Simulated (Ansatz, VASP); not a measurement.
**C in VASP and in Ansatz**

INCAR

```
ALGO = Normal
EDIFF = 1E-6
ENCUT = 600
GGA = PE
GGA_COMPAT = F
ISIF = 2
ISMEAR = 0
LASPH = T
LCHARG = F
LREAL = F
LWAVE = F
NBANDS = 16
NELM = 120
PREC = Accurate
SIGMA = 0.1
```

KPOINTS

```
k-points
0
Gamma
  6 6 6
```

File POSCAR:

```
C
1.0
    3.1539890500      0.0000000000      0.0000000000
    0.0000000000      3.1539890500      0.0000000000
    0.0000000000      0.0000000000      2.5063951700
C
4
Direct
    0.2638941600      0.0000000000      0.0000000000
    0.7361058400      0.0000000000      0.0000000000
    0.0000000000      0.2638941600      0.5000000000
    0.0000000000      0.7361058400      0.5000000000
```

Input for Ansatz:

```yaml
crystal:
  lattice:
    - [3.15398905, 0.0, 0.0]
    - [0.0, 3.15398905, 0.0]
    - [0.0, 0.0, 2.50639517]
  atoms:
    - { symbol: C, position: [0.26389416, 0.0, 0.0] }
    - { symbol: C, position: [0.73610584, 0.0, 0.0] }
    - { symbol: C, position: [0.0, 0.26389416, 0.5] }
    - { symbol: C, position: [0.0, 0.73610584, 0.5] }
basis:
  ecutwfc: 420
kpoints:
  mp_grid: { grid: [6, 6, 6] }
hamiltonian:
  xc: pbe
scf:
  occupations: { method: gaussian, width: 0.1 }
  lower_state_search: "off"
output:
  forces: true
  stress: true
  eigenvalues: true
```

Alike in both runs: task single point; functional PBE; k mesh 6 × 6 × 6; occupations gaussian, width 0.1 eV; no spin polarisation.

|  | VASP | Ansatz |
| --- | --- | --- |
| version | VASP 6.6.1 | Ansatz 0.2.0 |
| potentials or method | VASP PAW PBE potentials, release 64 (C), cutoff 600 eV | scalar-relativistic, plane waves, PAW |
| valence electrons in the cell | 16 | 16 |

|  | VASP | Ansatz | Ansatz less VASP |
| --- | --- | --- | --- |
| gap on the k mesh at the Fermi level (eV) | none | none | - |
| rms of the force components (eV/Å) | 1.730 | 1.723 | -0.0070 |

Atom by atom the forces differ by 0.007 eV/Å (rms over components). A gap of «none» marks a metal or a gap that the smearing closes. The functional is the same, so the differences come from potentials, cutoffs and numerics.

The k mesh is coarse, so the values compare programs but aren't converged.
